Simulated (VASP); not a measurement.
Wanted: the native input for a VASP 6.6.1 run.

| Property | Result |
| --- | --- |
| Task | single point |
| Functional | PBEsol |
| Potentials or basis | VASP PAW PBE potentials, release 64 (Sn_d, Se) |
| Cutoff | 520 eV |
| k mesh | 12 × 12 × 6 |
| Occupations | gaussian, width 0.02 eV |
| Spin | no spin polarisation |
| Dipole correction | no |
| Further INCAR settings | ALGO = Normal; EDIFF = 1e-06; NBANDS = 20 |

The structure of SnSe2 lies in POSCAR:

```
SnSe2
1.0
    3.7410997135      0.0005751060      0.0000000000
   -1.8700390948      3.3204362104      0.0000000000
    0.0000000000      0.0000000000      6.2150425792
Sn Se
1 2
Direct
    0.0000000000      0.0000000000      0.0000000000
    0.6676168797      0.3352779434      0.7431152361
    0.3323831203      0.6647220566      0.2568847639
```

This cell differs from its parent crystal: uniaxial strain along a: -2.0 %, then relaxed in part.

One way to write it, as run:

INCAR

```
PREC = Accurate
ENCUT = 520
EDIFF = 1E-6
ISMEAR = 0
SIGMA = 0.02
LREAL = False
LASPH = True
NELM = 60
ALGO = Normal
ISIF = 2
LWAVE = False
LCHARG = False
GGA = PS
NBANDS = 20
```

KPOINTS

```
Automatic mesh
0
Gamma
  12 12 6
```

Potentials or basis: VASP PAW PBE potentials, release 64 (Sn_d, Se).

Launch:

```bash
$ cat potpaw_PBE.64/Sn_d/POTCAR potpaw_PBE.64/Se/POTCAR > POTCAR
$ mpirun -np 1 vasp_std > vasp.out
```

It gave:

```yaml
Pressure: 0.8 GPa
Largest_force: 0.019 eV/Å
Band_gap_on_the_k_mesh: 0.39 eV (least direct gap 1.08 eV)
```

Caveat: the cell differs from its parent crystal (uniaxial strain along a: -2.0 %, then relaxed in part); semilocal functionals underestimate gaps, and a narrow one can read as zero; the PAW data sets were made with another functional, which shifts forces and pressure a little; spin-orbit coupling is left out, which moves the levels of the heavy elements.

Run time: 4.3 min on 1 thread of Intel(R) Xeon(R) Platinum 8488C (Sapphire Rapids) (shared host), peak memory 0.69 GiB.
